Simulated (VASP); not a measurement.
# Si in VASP: further runs

Si is run at these levels: PBE+D3(BJ); tasks: single point.

Everything below comes from runs of VASP 6.6.1. Logs are shortened: lines on timing, memory, paths and dates and some standing lists are left out, and cuts for length are marked.

### 1 The cell of the first run

The cell holds a slab with vacuum, 4 atoms: a = 3.848 Å, b = 3.848 Å, c = 18.442 Å, α = 90.00°, β = 90.00°, γ = 120.00°.

### 2 Single point, PBE+D3(BJ)

The input, INCAR:

```
ALGO = Normal
DIPOL = 0.5 0.5 0.374
EDIFF = 1E-6
ENCUT = 520
GGA = PE
IDIPOL = 3
ISIF = 2
ISMEAR = 0
IVDW = 12
LASPH = T
LCHARG = F
LDIPOL = T
LREAL = F
LWAVE = F
NBANDS = 16
NELM = 100
PREC = Accurate
SIGMA = 0.1
```

The input, KPOINTS:

```
k-points
0
Gamma
  9 9 1
```

The input, POSCAR:

```
Si
1.0
    3.8475254730      0.0000000000      0.0000000000
   -1.9237627365      3.3320548013      0.0000000000
    0.0000000000      0.0000000000     18.4415958255
Si
4
Direct
    0.3333333333      0.6666666667      0.2695427207
    0.6666666667      0.3333333333      0.2440135899
    0.0000000000      1.0000000000      0.5038390340
    0.3333333333      0.6666666667      0.4783099031
```

Potentials or basis: VASP PAW PBE potentials, release 64 (Si).

Command:

```bash
cat potpaw_PBE.64/Si/POTCAR > POTCAR
mpirun -np 1 vasp_std > vasp.out
```

OUTCAR:

```text
EDIFF = 1E-6
   ENCUT = 520
   GGA = PE
   ISIF = 2
   ISMEAR = 0
   IVDW = 12
   LASPH = T
   LREAL = F
   NELM = 100
   PREC = Accurate
 IVDW          = 12

 ion  position               nearest neighbor table
   1  0.333  0.667  0.270-   2 2.27   2 2.27   2 2.27
   2  0.667  0.333  0.244-   1 2.27   1 2.27   1 2.27
   3  0.000  0.000  0.504-   4 2.27   4 2.27   4 2.27
   4  0.333  0.667  0.478-   3 2.27   3 2.27   3 2.27

  LATTYP: Found a hexagonal cell.
 ALAT       =     3.8475254730
 C/A-ratio  =     4.7931055830

  Lattice vectors:

 A1 = (   3.8475254730,   0.0000000000,   0.0000000000)
 A2 = (  -1.9237627365,   3.3320548013,   0.0000000000)
 A3 = (   0.0000000000,   0.0000000000,  18.4415958255)

Analysis of symmetry for initial positions (statically):
=====================================================================
 Subroutine PRICEL returns:
 Original cell was already a primitive cell.

 Routine SETGRP: Setting up the symmetry group for a
 hexagonal supercell.

 Subroutine GETGRP returns: Found 12 space group operations
 (whereof  6 operations were pure point group operations)
 out of a pool of 24 trial point group operations.

The static configuration has the point symmetry C_3v.
 The point group associated with its full space group is D_3d.

Analysis of symmetry for dynamics (positions and initial velocities):
=====================================================================
 Subroutine PRICEL returns:
 Original cell was already a primitive cell.

 Routine SETGRP: Setting up the symmetry group for a
 hexagonal supercell.

 Subroutine GETGRP returns: Found 12 space group operations
 (whereof  6 operations were pure point group operations)
 out of a pool of 24 trial point group operations.

The dynamic configuration has the point symmetry C_3v.
 The point group associated with its full space group is D_3d.

 Subroutine INISYM returns: Found 12 space group operations
 (whereof  6 operations are pure point group operations),
 and found     1 'primitive' translations

----------------------------------------------------------------------------------------

                                     Primitive cell

  volume of cell :     236.4243

  direct lattice vectors                    reciprocal lattice vectors
     3.847525473  0.000000000  0.000000000     0.259907311  0.150057556  0.000000000
    -1.923762737  3.332054801  0.000000000     0.000000000  0.300115112  0.000000000
[... 85 lines left out ...]
   TEBEG  =    0.0;   TEEND  =   0.0 temperature during run
   PSTRESS=    0.0 pullay stress
   NELECT =      16.0000    total number of electrons
   NUPDOWN=      -1.0000    fix difference up-down
   EMIN   =  10.00;   EMAX   =-10.00  energy-range for DOS
   EFERMI =   0.00;   METHOD = LEGACY
   ISMEAR =     0;   SIGMA  =   0.10  broadening in eV -4-tet -1-fermi 0-gaus
   EFERMI_NEDOS =   21; number of points for ismear=-14 and -15
   IALGO  =     38    algorithm
   IMIX   =      4    mixing-type and parameters
     AMIX     =   0.40;   BMIX     =  1.00
     AMIX_MAG =   1.60;   BMIX_MAG =  1.00
  volume/ion in A,a.u.               =      59.11       398.87
  Fermi-wavevector in a.u.,A,eV,Ry     =   0.667141  1.260713  6.055637  0.445077
  Thomas-Fermi vector in A             =   1.741657
   LORBIT       =      0    0 simple, 1 ext, 2 COOP (PROOUT), +10 PAW based schemes
   GGA     = PE    functional components
   LHFCALC =     F    Hartree Fock is set to
   AEXX    =    0.0000 exact exchange contribution
   IVDW    =    12    specifies the selected vdW correction
   LEPSILON=     F    determine dielectric tensor
   LRPA    =     F    only Hartree local field effects (RPA)
 non-spin polarized calculation
 Gauss-broadening in eV      SIGMA  =   0.10
  energy-cutoff  :      520.00
  volume of cell :      236.42
 maximum number of plane-waves:      6399
 NGX is ok and might be reduce to    30
   NGX = 15   NGY = 15   NGZ = 69

 dipolmoment           0.000000      0.000000      0.000026 electrons x Angstroem

 number of electron      16.0000001 magnetization

 dipolmoment           0.000000      0.000000     -0.000009 electrons x Angstroem

 Free energy of the ion-electron system (eV)
  ---------------------------------------------------
  ext. energy  EPLUGINS =         0.00000000
  ---------------------------------------------------
  free energy    TOTEN  =       -19.22414130 eV

  energy without entropy =      -19.22135518  energy(sigma->0) =      -19.22274824

 E-fermi :  -1.0181     XC(G=0):  -4.2169

 val. band max:       -1.0181278171   @ k =   0.3333   0.3333   0.0000
 cond. band min:      -1.0180924352   @ k =   0.3333   0.3333   0.0000
 fundamental gap:      0.0000353819
 Fermi energy:        -1.0181101251

 k-point     1 :       0.0000    0.0000    0.0000
  band No.  band energies     occupation
      1     -12.1772      2.00000
      2     -12.0534      2.00000
      3      -4.7098      2.00000
      4      -3.7070      2.00000
      5      -2.2196      2.00000
      6      -2.2196      2.00000
[... 205 lines left out ...]
      3      -8.8132      2.00000
      4      -8.7510      2.00000
      5      -5.4751      2.00000
      6      -5.4750      2.00000
[... 8 lines left out ...]
     15       5.0394      0.00000
     16       5.3535      0.00000

------------------------ aborting loop because EDIFF is reached ----------------------------------------

 vacuum level on the upper side and lower side of the slab       (xc-potential included)        -0.218        -0.222

 Edisp (eV)   -0.98384

 E8    (eV) :    -0.4178

  FORCE on cell =-STRESS in cart. coord.  units (eV):
  Direction    XX          YY          ZZ          XY          YZ          ZX
  --------------------------------------------------------------------------------------
  -------------------------------------------------------------------------------------
  Total      -0.05847    -0.05847    -1.24238    -0.00000     0.00000     0.00000
  in kB      -0.39622    -0.39622    -8.41921    -0.00000     0.00000     0.00000
  external pressure =       -3.07 kB  Pullay stress =        0.00 kB

 VOLUME and BASIS-vectors are now :
 -----------------------------------------------------------------------------
  energy-cutoff  :      520.00
  volume of cell :      236.42
      direct lattice vectors                 reciprocal lattice vectors
     3.847525473  0.000000000  0.000000000     0.259907311  0.150057556  0.000000000
    -1.923762737  3.332054801  0.000000000     0.000000000  0.300115112  0.000000000
     0.000000000  0.000000000 18.441595825     0.000000000  0.000000000  0.054225242

 POSITION                                       TOTAL-FORCE (eV/Angst)
 -----------------------------------------------------------------------------------
     -0.00000      2.22137      4.97080         0.000000     -0.000000      0.291306
      1.92376      1.11068      4.50000         0.000000      0.000000      0.019765
      0.00000      0.00000      9.29160        -0.000000      0.000000     -0.019765
     -0.00000      2.22137      8.82080        -0.000000      0.000000     -0.291306
 -----------------------------------------------------------------------------------
    total drift:                               -0.000000      0.000000     -0.000103

  FREE ENERGIE OF THE ION-ELECTRON SYSTEM (eV)
  ---------------------------------------------------
  free  energy   TOTEN  =       -20.2079844938 eV

  energy  without entropy=      -20.2051983722  energy(sigma->0) =      -20.20659143

 vacuum level on the upper side and lower side of the slab         3.444         3.446
```

OSZICAR:

```text
N       E                     dE             d eps       ncg     rms          rms(c)
DAV:   1     0.605175890952E+02    0.60518E+02   -0.47173E+03   384   0.702E+02
DAV:   2    -0.146053272530E+02   -0.75123E+02   -0.67142E+02   568   0.120E+02
DAV:   3    -0.196753551181E+02   -0.50700E+01   -0.50129E+01   552   0.313E+01
[... 15 lines left out ...]
DAV:  19    -0.192240995543E+02   -0.84605E-04   -0.21104E-05   472   0.230E-02    0.190E-02
DAV:  20    -0.192241264224E+02   -0.26868E-04   -0.56451E-06   576   0.114E-02    0.190E-02
DAV:  21    -0.192241323751E+02   -0.59527E-05   -0.39734E-07   352   0.316E-03    0.163E-02
DAV:  22    -0.192241408355E+02   -0.84604E-05   -0.66174E-07   360   0.409E-03    0.987E-03
DAV:  23    -0.192241413037E+02   -0.46817E-06   -0.54463E-07   432   0.365E-03
   1 F= -.20207984E+02 E0= -.20206591E+02  d E =-.278612E-02
```

Wall time 86 s (1 thread of Intel Xeon Platinum 8488C (Sapphire Rapids), shared host); peak memory 0.35 GiB.

Results:

```
Free energy                : -20.2080 eV
Largest force              : 0.291 eV/Å
Band gap on the k mesh     : zero (filled and empty bands touch)
Dispersion energy per atom : -0.246 eV
```

Forces on the atoms (eV/Å):
```
Si   0.000  0.000  0.291
Si   0.000  0.000  0.020
Si   0.000  0.000 -0.020
Si   0.000  0.000 -0.291
```

Levels at points of the mesh, in eV from the Fermi level:
```
           k point  band 5  band 6  band 7  band 8  band 9  band 10  band 11  band 12
(0.00, 0.00, 0.00)   -1.20   -1.20   -1.16   -1.16    1.99     2.12     2.20     3.05
```

### 3 Single point, PBE+D3(BJ) (layers slid over each other)

The input, INCAR:

```
ALGO = Normal ; DIPOL = 0.5 0.5 0.374
EDIFF = 1E-6 ; ENCUT = 520
GGA = PE ; IDIPOL = 3
ISIF = 2 ; ISMEAR = 0
IVDW = 12 ; LASPH = True
LCHARG = False ; LDIPOL = True
LREAL = False ; LWAVE = False
NBANDS = 16 ; NELM = 60
PREC = Accurate ; SIGMA = 0.1
```

KPOINTS is that of step 2.

POSCAR: that of step 2 with these lines changed.

```diff
@@ -10,3 +10,3 @@
     0.6666666667      0.3333333333      0.2440135899
-    0.0000000000      1.0000000000      0.5038390340
-    0.3333333333      0.6666666667      0.4783099031
+    0.3333333333      1.6666666667      0.5038390340
+    0.6666666667      1.3333333333      0.4783099031
```

Potentials or basis: VASP PAW PBE potentials, release 64 (Si).

Command:

```bash
cat potpaw_PBE.64/Si/POTCAR > POTCAR
mpirun -np 1 vasp_std > vasp.out
```

OUTCAR:

```text
EDIFF = 1E-6
   ENCUT = 520
   GGA = PE
   ISIF = 2
   ISMEAR = 0
   IVDW = 12
   LASPH = True
   LREAL = False
   NELM = 60
   PREC = Accurate
 IVDW          = 12

 ion  position               nearest neighbor table
   1  0.333  0.667  0.270-   2 2.27   2 2.27   2 2.27
   2  0.667  0.333  0.244-   1 2.27   1 2.27   1 2.27
   3  0.333  0.667  0.504-   4 2.27   4 2.27   4 2.27
   4  0.667  0.333  0.478-   3 2.27   3 2.27   3 2.27

  LATTYP: Found a hexagonal cell.
 ALAT       =     3.8475254730
[... 425 lines left out ...]
  --------------------------------------------------------------------------------------
  -------------------------------------------------------------------------------------
  Total      -0.24629    -0.24629    -0.31391     0.00000    -0.00000     0.00000
  in kB      -1.66901    -1.66901    -2.12729     0.00000    -0.00000     0.00000
  external pressure =       -1.82 kB  Pullay stress =        0.00 kB

 VOLUME and BASIS-vectors are now :
 -----------------------------------------------------------------------------
  energy-cutoff  :      520.00
  volume of cell :      236.42
      direct lattice vectors                 reciprocal lattice vectors
     3.847525473  0.000000000  0.000000000     0.259907311  0.150057556  0.000000000
    -1.923762737  3.332054801  0.000000000     0.000000000  0.300115112  0.000000000
     0.000000000  0.000000000 18.441595825     0.000000000  0.000000000  0.054225242

 POSITION                                       TOTAL-FORCE (eV/Angst)
 -----------------------------------------------------------------------------------
     -0.00000      2.22137      4.97080        -0.000000     -0.000000      0.077888
      1.92376      1.11068      4.50000         0.000000     -0.000000     -0.001802
     -0.00000      2.22137      9.29160        -0.000000      0.000000      0.001802
      1.92376      1.11068      8.82080         0.000000     -0.000000     -0.077888
 -----------------------------------------------------------------------------------
    total drift:                                0.000000      0.000000     -0.000038

  FREE ENERGIE OF THE ION-ELECTRON SYSTEM (eV)
  ---------------------------------------------------
  free  energy   TOTEN  =       -20.1135935807 eV

  energy  without entropy=      -20.1135756739  energy(sigma->0) =      -20.11358463

 vacuum level on the upper side and lower side of the slab         3.514         3.512
```

OSZICAR:

```text
N       E                     dE             d eps       ncg     rms          rms(c)
DAV:   1     0.602545784698E+02    0.60255E+02   -0.47137E+03   384   0.702E+02
DAV:   2    -0.142723765377E+02   -0.74527E+02   -0.65856E+02   576   0.119E+02
DAV:   3    -0.195858266164E+02   -0.53135E+01   -0.52246E+01   528   0.318E+01
[... 15 lines left out ...]
DAV:  19    -0.191279564173E+02   -0.81639E-04   -0.55936E-06   432   0.842E-03    0.262E-02
DAV:  20    -0.191279662983E+02   -0.98810E-05   -0.32743E-07   424   0.303E-03    0.155E-02
DAV:  21    -0.191279737391E+02   -0.74408E-05   -0.41955E-07   344   0.332E-03    0.218E-03
DAV:  22    -0.191279766361E+02   -0.28970E-05   -0.14674E-07   392   0.168E-03    0.556E-04
DAV:  23    -0.191279773969E+02   -0.76086E-06   -0.24971E-08   376   0.855E-04
   1 F= -.20113594E+02 E0= -.20113585E+02  d E =-.179069E-04
```

stdout:

```text
POSCAR found type information on POSCAR Si
 POSCAR found :  1 types and       4 ions
 scaLAPACK will be used
 LDA part: xc-table for (Slater+PW92), standard interpolation
 POSCAR, INCAR and KPOINTS ok, starting setup
 FFT: planning ... GRIDC
 FFT: planning ... GRID_SOFT
 FFT: planning ... GRID
 WAVECAR not read
 entering main loop
```

Wall time 91 s (1 thread of Intel Xeon Platinum 8488C (Sapphire Rapids), shared host); peak memory 0.34 GiB.

Results:

* Free energy: -20.1136 eV
* Largest force: 0.078 eV/Å
* Band gap on the k mesh: 0.51 eV (least direct gap 0.62 eV)
* Dispersion energy per atom: -0.246 eV

Forces in eV/Å, atoms in the order of the input:
```
Si   0.000  0.000  0.078
Si   0.000  0.000 -0.002
Si   0.000  0.000  0.002
Si   0.000  0.000 -0.078
```

Caveat: the cell differs from its parent crystal (layers slid over each other).

### 4 Single point, PBE+D3(BJ) (layers slid over each other)

The input, INCAR:

```
  PREC = Accurate
  ENCUT = 520
  EDIFF = 1E-7
  ISMEAR = 0
  SIGMA = 0.1
  LREAL = False
  LASPH = True
  NELM = 80
  ALGO = Normal
  ISIF = 2
  LWAVE = False
  LCHARG = False
  LDIPOL = True
  IDIPOL = 3
  DIPOL = 0.5 0.5 0.374
  GGA = PE
  IVDW = 12
  NBANDS = 16
```

The input, KPOINTS:

```
Automatic mesh
0
Gamma
  9 9 1
```

POSCAR: that of step 3 with these lines changed.

```diff
@@ -10,3 +10,3 @@
     0.6666666667      0.3333333333      0.2440135899
-    0.3333333333      1.6666666667      0.5038390340
-    0.6666666667      1.3333333333      0.4783099031
+    0.6666666667      1.3333333333      0.5038390340
+    1.0000000000      1.0000000000      0.4783099031
```

Command:

```bash
cat potpaw_PBE.64/Si/POTCAR > POTCAR
mpirun -np 1 vasp_std > vasp.out
```

Wall time 95 s (1 thread of Intel Xeon Platinum 8488C (Sapphire Rapids), shared host); peak memory 0.35 GiB.

Results (log left out):

```
Free energy                : -20.1446 eV
Largest force              : 0.133 eV/Å
Band gap on the k mesh     : zero (filled and empty bands touch)
Dispersion energy per atom : -0.247 eV
```

Forces in eV/Å, atoms in the order of the input:
```
Si   0.000  0.000  0.133
Si   0.000  0.000  0.053
Si   0.000  0.000 -0.053
Si   0.000  0.000 -0.133
```

Levels at points of the mesh, in eV from the Fermi level:
```tsv
k point	band 5	band 6	band 7	band 8	band 9	band 10	band 11	band 12
(0.00, 0.00, 0.00)	-1.15	-1.15	-1.13	-1.13	2.06	2.14	2.29	3.04
```

Caveat: the cell differs from its parent crystal (layers slid over each other).

### 5 The runs side by side

```csv
cell,gap on the mesh (eV),largest force (eV/Å)
"as given, atomic positions A",none,0.29
"as given, atomic positions B",0.51,0.08
"as given, atomic positions C",none,0.13
```

Alike in all rows: task single point; level PBE+D3(BJ); potentials or basis VASP PAW PBE potentials, release 64 (Si); no spin polarisation; k mesh 9 × 9 × 1; cutoff (eV) 520; smearing gaussian 0.1 eV.

Absolute energies hang on the potentials; compare differences alone.
